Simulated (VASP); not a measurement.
**NaCl: single point with r2SCAN**

The system is NaCl.

```
Na Cl
1.0
     0.00000    2.74664    2.74664
     2.74664    0.00000    2.74664
     2.74664    2.74664    0.00000
Na Cl
1 1
Direct
  0.00000 0.00000 0.00000
  0.50000 0.50000 0.50000
```

This cell differs from its parent crystal: strain -2.0%.

```
Program             : VASP 6.6.1
Task                : single point
Functional          : r2SCAN
Potentials or basis : VASP PAW PBE potentials, release 64 (Na_pv, Cl)
Cutoff              : 520 eV
k mesh              : 8 × 8 × 8
Occupations         : gaussian, width 0.01 eV
Spin                : no spin polarisation
```

* Pressure: 1.7 GPa
* Band gap on the k mesh: 6.27 eV, direct

Levels at points of the mesh, in eV from the valence-band top:
```csv
k point,band 3,band 4,band 5,band 6,band 7,band 8,band 9,band 10,band 11,band 12
"(0.00, 0.00, 0.00)",-21.39,-13.42,0.00,0.00,0.00,6.27,11.83,11.83,11.83,14.18
"(0.50, 0.00, 0.00)",-21.39,-12.99,-2.18,-0.33,-0.33,8.09,11.96,11.96,12.29,16.55
"(0.50, 0.50, 0.00)",-21.40,-12.93,-1.90,-0.69,-0.69,8.54,8.67,12.82,16.33,16.68
```

Run time: 54 s on 1 thread of Intel(R) Xeon(R) 6975P-C (Granite Rapids), on a shared host, peak memory 0.16 GiB.

Caveat: the cell differs from its parent crystal (strain -2.0%); the PAW data sets were made with another functional, which shifts forces and pressure a little.
